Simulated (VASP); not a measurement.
# C (Fd-3m) in VASP: settings compared

C is run at these levels: r2SCAN, LDA, r2SCAN0; tasks: single point.

Everything below comes from runs of VASP 6.6.1. Logs are shortened: lines on timing, memory, paths and dates and some standing lists are left out, and cuts for length are marked.

## 1. The cell of the first run

The structure is cubic, space group Fd-3m (No. 227). The conventional cell has a = 3.560 Å, b = 3.560 Å, c = 3.560 Å, α = 90.00°, β = 90.00°, γ = 90.00°. C (site symmetry -43m) has 4 C at 1.54 Å within 2.1 Å.

## 2. Single point, r2SCAN

Input file POSCAR:

```
C
1.0
    0.0000000000      1.7801241426      1.7801241426
    1.7801241426      0.0000000000      1.7801241426
    1.7801241426      1.7801241426      0.0000000000
C
2
Direct
    0.0000000000      0.0000000000      0.0000000000
    0.2500000000      0.2500000000      0.2500000000
```

Input file INCAR.step1:

```
ALGO = Normal
EDIFF = 1E-5
ENCUT = 1430
GGA = PE
GGA_COMPAT = F
ISMEAR = 0
LASPH = T
LCHARG = F
LREAL = F
LWAVE = T
NBANDS = 11
NELM = 120
PREC = Accurate
SIGMA = 0.01
```

Input file INCAR.step2:

```
ALGO = Normal
EDIFF = 1E-6
ENCUT = 1430
GGA_COMPAT = F
ISIF = 2
ISMEAR = 0
ISTART = 1
LASPH = T
LCHARG = F
LMIXTAU = T
LREAL = F
LWAVE = F
METAGGA = R2SCAN
NBANDS = 11
NELM = 120
PREC = Accurate
SIGMA = 0.01
```

Input file KPOINTS:

```
k-points
0
Gamma
  12 12 12
```

Potentials or basis: VASP PAW PBE potentials, release 64 (C_h).

Launch:

```console
$ cat potpaw_PBE.64/C_h/POTCAR > POTCAR
$ cp INCAR.step1 INCAR
$ mpirun -np 1 vasp_std > vasp.out
$ cp INCAR.step2 INCAR
$ mpirun -np 1 vasp_std > vasp.out
```

OUTCAR:

```text
EDIFF = 1E-6
   ENCUT = 1430
   ISIF = 2
   ISMEAR = 0
   ISTART = 1
   LASPH = T
   LREAL = F
   METAGGA = R2SCAN
   NELM = 120
   PREC = Accurate

 ion  position               nearest neighbor table
   1  0.000  0.000  0.000-
   2  0.250  0.250  0.250-

  LATTYP: Found a face centered cubic cell.
 ALAT       =     3.5602482852

  Lattice vectors:

 A1 = (   0.0000000000,   1.7801241426,   1.7801241426)
 A2 = (   1.7801241426,   0.0000000000,   1.7801241426)
 A3 = (   1.7801241426,   1.7801241426,   0.0000000000)

Analysis of symmetry for initial positions (statically):
=====================================================================
 Subroutine PRICEL returns:
 Original cell was already a primitive cell.

 Routine SETGRP: Setting up the symmetry group for a
 face centered cubic supercell.

 Subroutine GETGRP returns: Found 48 space group operations
 (whereof 24 operations were pure point group operations)
 out of a pool of 48 trial point group operations.

The static configuration has the point symmetry T_d .
 The point group associated with its full space group is O_h .

Analysis of symmetry for dynamics (positions and initial velocities):
=====================================================================
 Subroutine PRICEL returns:
 Original cell was already a primitive cell.

 Routine SETGRP: Setting up the symmetry group for a
 face centered cubic supercell.

 Subroutine GETGRP returns: Found 48 space group operations
 (whereof 24 operations were pure point group operations)
 out of a pool of 48 trial point group operations.

The dynamic configuration has the point symmetry T_d .
 The point group associated with its full space group is O_h .

 Subroutine INISYM returns: Found 48 space group operations
 (whereof 24 operations are pure point group operations),
 and found     1 'primitive' translations

----------------------------------------------------------------------------------------

                                     Primitive cell

  volume of cell :      11.2819

  direct lattice vectors                    reciprocal lattice vectors
     0.000000000  1.780124143  1.780124143    -0.280879287  0.280879287  0.280879287
     1.780124143  0.000000000  1.780124143     0.280879287 -0.280879287  0.280879287
     1.780124143  1.780124143  0.000000000     0.280879287  0.280879287 -0.280879287

  length of vectors
     2.517475705  2.517475705  2.517475705     0.486497196  0.486497196  0.486497196

  position of ions in fractional coordinates (direct lattice)
     0.000000000  0.000000000  0.000000000
     0.250000000  0.250000000  0.250000000

  ion indices of the primitive-cell ions
   primitive index   ion index
                 1           1
                 2           2

----------------------------------------------------------------------------------------

 KPOINTS: k-points

Automatic generation of k-mesh.
 Grid dimensions read from file:
 generate k-points for:   12   12   12

 Generating k-lattice:

  Cartesian coordinates                     Fractional coordinates (reciprocal lattice)
    -0.023406607  0.023406607  0.023406607     0.083333333  0.000000000  0.000000000
     0.023406607 -0.023406607  0.023406607     0.000000000  0.083333333  0.000000000
     0.023406607  0.023406607 -0.023406607     0.000000000  0.000000000  0.083333333

  Length of vectors
     0.040541433  0.040541433  0.040541433

  Shift w.r.t. Gamma in fractional coordinates (k-lattice)
     0.000000000  0.000000000  0.000000000

 Subroutine IBZKPT returns following result:
 ===========================================

 Found     72 irreducible k-points:

 Following reciprocal coordinates:
            Coordinates               Weight
  0.000000  0.000000  0.000000      1.000000
  0.083333  0.000000  0.000000      8.000000
  0.166667  0.000000  0.000000      8.000000
  0.250000  0.000000  0.000000      8.000000
  0.333333  0.000000  0.000000      8.000000
  0.416667  0.000000  0.000000      8.000000
[... 16 lines left out ...]
  0.500000  0.166667  0.000000     24.000000
 -0.416667  0.166667  0.000000     24.000000
 [... further k-points ...]
   k-points           NKPTS =     72   k-points in BZ     NKDIM =     72   number of bands    NBANDS=     11
   number of dos      NEDOS =    301   number of ions     NIONS =      2
   total plane-waves  NPLWV =  32768
   dimension x,y,z NGX =    32 NGY =   32 NGZ =   32
   dimension x,y,z NGXF=    64 NGYF=   64 NGZF=   64
   ions per type =               2
   NGX,Y,Z   is equivalent  to a cutoff of  21.13, 21.13, 21.13 a.u.
   NGXF,Y,Z  is equivalent  to a cutoff of  42.26, 42.26, 42.26 a.u.
 SYSTEM =  unknown system
   PREC   = accura    normal or accurate (medium, high low for compatibility)
   ISTART =      1    job   : 0-new  1-cont  2-samecut
   ICHARG =      0    charge: 1-file 2-atom 10-const
   ISPIN  =      1    spin polarized calculation?
   LNONCOLLINEAR =      F non collinear calculations
   LSORBIT =      F    spin-orbit coupling
   LASPH  =      T    aspherical Exc in radial PAW
   ENCUT  = 1430.0 eV 105.10 Ry   10.25 a.u.   7.76  7.76  7.76*2*pi/ulx,y,z
   NELM   =    120;   NELMIN=  2; NELMDL=  0     # of ELM steps
   EDIFF  = 0.1E-05   stopping-criterion for ELM
   LREAL  =      F    real-space projection
   EDIFFG = 0.1E-04   stopping-criterion for IOM
   NSW    =      0    number of steps for IOM
   IBRION =     -1    ionic relax: 0-MD 1-quasi-New 2-CG
   NFREE  =      0    steps in history (QN), initial steepest desc. (CG)
   ISIF   =      2    stress and relaxation
   ISYM   =      2    0-nonsym 1-usesym 2-fastsym
   POTIM  = 0.5000    time-step for ionic-motion
   TEBEG  =    0.0;   TEEND  =   0.0 temperature during run
   PSTRESS=    0.0 pullay stress
   NELECT =       8.0000    total number of electrons
   NUPDOWN=      -1.0000    fix difference up-down
   EMIN   =  10.00;   EMAX   =-10.00  energy-range for DOS
   EFERMI =   0.00;   METHOD = LEGACY
   ISMEAR =     0;   SIGMA  =   0.01  broadening in eV -4-tet -1-fermi 0-gaus
   EFERMI_NEDOS =   21; number of points for ismear=-14 and -15
   IALGO  =     38    algorithm
   IMIX   =      4    mixing-type and parameters
     AMIX     =   0.40;   BMIX     =  1.00
     AMIX_MAG =   1.60;   BMIX_MAG =  1.00
  volume/ion in A,a.u.               =       5.64        38.07
  Fermi-wavevector in a.u.,A,eV,Ry     =   1.459860  2.758735 28.996616  2.131191
  Thomas-Fermi vector in A             =   2.576377
   LORBIT       =      0    0 simple, 1 ext, 2 COOP (PROOUT), +10 PAW based schemes
   METAGGA = R2SCAN    functional components
   LHFCALC =     F    Hartree Fock is set to
   AEXX    =    0.0000 exact exchange contribution
   IVDW    =     0    specifies the selected vdW correction
   LEPSILON=     F    determine dielectric tensor
   LRPA    =     F    only Hartree local field effects (RPA)
 non-spin polarized calculation
 Gauss-broadening in eV      SIGMA  =   0.01
  energy-cutoff  :     1430.00
  volume of cell :       11.28
 maximum number of plane-waves:      1411
   NGX = 15   NGY = 15   NGZ = 15

 number of electron       8.0000000 magnetization

 Free energy of the ion-electron system (eV)
  ---------------------------------------------------
  ext. energy  EPLUGINS =         0.00000000
  ---------------------------------------------------
  free energy    TOTEN  =       -19.72262061 eV

  energy without entropy =      -19.72262061  energy(sigma->0) =      -19.72262061

 E-fermi :  11.1617     XC(G=0): -14.2998

 val. band max:       10.9936637888   @ k =   0.0000   0.0000   0.0000
 cond. band min:      15.3808196467   @ k =   0.3333   0.3333   0.0000
 fundamental gap:      4.3871558579
 Fermi energy:        11.1616906641

 k-point     1 :       0.0000    0.0000    0.0000
  band No.  band energies     occupation
      1     -11.7509      2.00000
      2      10.9937      2.00000
      3      10.9937      2.00000
      4      10.9937      2.00000
      5      16.8882      0.00000
      6      16.8882      0.00000
      7      16.8882      0.00000
      8      24.9773      0.00000
      9      31.4687      0.00000
     10      38.4062      0.00000
     11      38.4062      0.00000

 k-point     2 :       0.0833    0.0000    0.0000
  band No.  band energies     occupation
      1     -11.5494      2.00000
      2       9.6782      2.00000
      3      10.6491      2.00000
      4      10.6491      2.00000
      5      17.3415      0.00000
      6      17.3415      0.00000
      7      17.6560      0.00000
      8      25.1767      0.00000
      9      31.8146      0.00000
     10      36.3692      0.00000
     11      36.3692      0.00000

 k-point     3 :       0.1667    0.0000    0.0000
  band No.  band energies     occupation
      1     -10.9475      2.00000
      2       6.9828      2.00000
      3       9.9022      2.00000
      4       9.9022      2.00000
      5      18.3245      0.00000
      6      18.3245      0.00000
      7      18.8001      0.00000
      8      25.7506      0.00000
      9      32.5361      0.00000
     10      34.7264      0.00000
     11      34.7264      0.00000

 k-point     4 :       0.2500    0.0000    0.0000
  band No.  band energies     occupation
      1      -9.9547      2.00000
      2       3.9794      2.00000
      3       9.1333      2.00000
      4       9.1333      2.00000
      5      19.2368      0.00000
      6      19.2368      0.00000
      7      19.5578      0.00000
      8      26.5483      0.00000
      9      32.9738      0.00000
     10      34.3213      0.00000
     11      34.3213      0.00000
[... 239 lines left out ...]
 k-point    22 :       0.4167    0.1667    0.0000
  band No.  band energies     occupation
      1      -7.3865      2.00000
      2       0.6151      2.00000
      3       6.4372      2.00000
      4       6.6886      2.00000
      5      18.0451      0.00000
      6      22.6596      0.00000
      7      22.7272      0.00000
      8      24.4516      0.00000
      9      33.3878      0.00000
     10      34.7854      0.00000
     11      39.7059      0.00000

 k-point    23 :       0.5000    0.1667    0.0000
  band No.  band energies     occupation
      1      -5.7568      2.00000
      2      -1.7124      2.00000
      3       5.6804      2.00000
      4       6.7802      2.00000
      5      18.4904      0.00000
      6      22.3583      0.00000
      7      22.8324      0.00000
      8      26.2026      0.00000
      9      32.3795      0.00000
     10      36.2993      0.00000
     11      38.9129      0.00000

 k-point    24 :      -0.4167    0.1667    0.0000
  band No.  band energies     occupation
      1      -5.3280      2.00000
      2      -2.2322      2.00000
      3       5.1690      2.00000
      4       7.1800      2.00000
      5      18.9524      0.00000
      6      21.8312      0.00000
      7      22.8073      0.00000
      8      27.4844      0.00000
      9      31.6095      0.00000
     10      36.3130      0.00000
     11      37.1134      0.00000

 [... further k-points ...]

------------------------ aborting loop because EDIFF is reached ----------------------------------------

  FORCE on cell =-STRESS in cart. coord.  units (eV):
  Direction    XX          YY          ZZ          XY          YZ          ZX
  --------------------------------------------------------------------------------------
  -------------------------------------------------------------------------------------
  Total       -0.0434267     -0.0434267     -0.0434267     -0.0000000      0.0000000     -0.0000000
  in kB       -6.1671851     -6.1671851     -6.1671851     -0.0000000      0.0000000     -0.0000000
  external PRESSURE =      -6.1671851 kB  Pullay stress =       0.0000000 kB

 VOLUME and BASIS-vectors are now :
 -----------------------------------------------------------------------------
  energy-cutoff  :     1430.00
  volume of cell :       11.28
      direct lattice vectors                 reciprocal lattice vectors
     0.000000000  1.780124143  1.780124143    -0.280879287  0.280879287  0.280879287
     1.780124143  0.000000000  1.780124143     0.280879287 -0.280879287  0.280879287
     1.780124143  1.780124143  0.000000000     0.280879287  0.280879287 -0.280879287

 POSITION                                       TOTAL-FORCE (eV/Angst)
 -----------------------------------------------------------------------------------
      0.00000      0.00000      0.00000         0.000000     -0.000000      0.000000
      0.89006      0.89006      0.89006        -0.000000      0.000000     -0.000000
 -----------------------------------------------------------------------------------
    total drift:                               -0.000000      0.000000      0.000000

  FREE ENERGIE OF THE ION-ELECTRON SYSTEM (eV)
  ---------------------------------------------------
  free  energy   TOTEN  =       -19.7226206070 eV

  energy  without entropy=      -19.7226206070  energy(sigma->0) =      -19.72262061
```

It took 60 s on 1 thread of Intel Xeon Platinum 8375C at 2.90GHz (Ice Lake), shared host; peak memory 0.19 GiB.

What came out:

| Item | Value |
| --- | --- |
| Free energy | -19.7226 eV |
| Pressure | -0.6 GPa |
| Band gap on the k mesh | 4.39 eV (least direct gap 5.89 eV) |

Caveat: the PAW data sets were made with another functional, which shifts forces and pressure a little. A k mesh can miss the band edges.

[end of part 1 of 3]
